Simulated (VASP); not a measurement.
A run of VASP 6.6.1:

The input INCAR:

```
SYSTEM = BN
PREC = Accurate
ENCUT = 520
EDIFF = 1E-6
ISMEAR = 0
SIGMA = 0.05
LREAL = .FALSE.
LASPH = .TRUE.
NELM = 60
ALGO = Normal
ISIF = 2
LWAVE = .FALSE.
LCHARG = .FALSE.
GGA = PS
NBANDS = 26
```

The input KPOINTS:

```
Automatic mesh
0
G
  6 6 10
  0 0 0
```

File POSCAR:

```
BN
1.0
    4.3652000000      0.0000000000      0.0000000000
    0.0000000000      4.3652000000      0.0000000000
    0.0000000000      0.0000000000      2.4619000000
B N
4 4
Direct
    0.1741337327      0.8258662673      0.5000000000
    0.3258662673      0.3258662673      0.0000000000
    0.6741337327      0.6741337327      0.0000000000
    0.8258662673      0.1741337327      0.5000000000
    0.8123909516      0.8123909516      0.5000000000
    0.3123909516      0.6876090484      0.0000000000
    0.6876090484      0.3123909516      0.0000000000
    0.1876090484      0.1876090484      0.5000000000
```

Potentials or basis: VASP PAW PBE potentials, release 64 (B, N).

Run with:

```bash
$ cat potpaw_PBE.64/B/POTCAR potpaw_PBE.64/N/POTCAR > POTCAR
$ mpirun -np 1 vasp_std > vasp.out
```

Hardware: 1 thread of Intel Xeon 8259CL (shared host).

Estimate the wall time of this run.

Run time: 58 s on 1 thread of Intel Xeon 8259CL (shared host), peak memory 0.18 GiB. Counts: scf iterations 13, k points 60.
